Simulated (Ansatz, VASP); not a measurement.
Br in VASP and in Ansatz

```
CELL_PARAMETERS angstrom
4.73053 0.00000 0.00000
0.00000 4.73053 0.00000
0.00000 0.00000 4.02095
ATOMIC_POSITIONS crystal
Br 0.50000 0.00000 0.00000
Br 0.00000 0.50000 0.00000
Br 0.00000 0.00000 0.50000
```

Alike in both runs: task single point; functional PBE; dispersion D3(BJ); k mesh 12 × 12 × 12; occupations gaussian, width 0.15 eV; no spin polarisation.

```csv
,VASP,Ansatz
version,VASP 6.6.1,Ansatz 0.2.0
potentials or method,"VASP PAW PBE potentials, release 64 (Br), cutoff 520 eV","scalar-relativistic, plane waves, PAW"
valence electrons in the cell,21,21
```

|  | VASP | Ansatz | Ansatz less VASP |
| --- | --- | --- | --- |
| gap on the k mesh at the Fermi level (eV) | none | none | - |
| pressure (GPa) | -0.2 | -0.2 | 0.00 |
| traceless stress, the component that is largest in VASP (GPa) | -1.16 | -1.16 | -0.001 |

A gap of «none» marks a metal or a gap that the smearing closes.
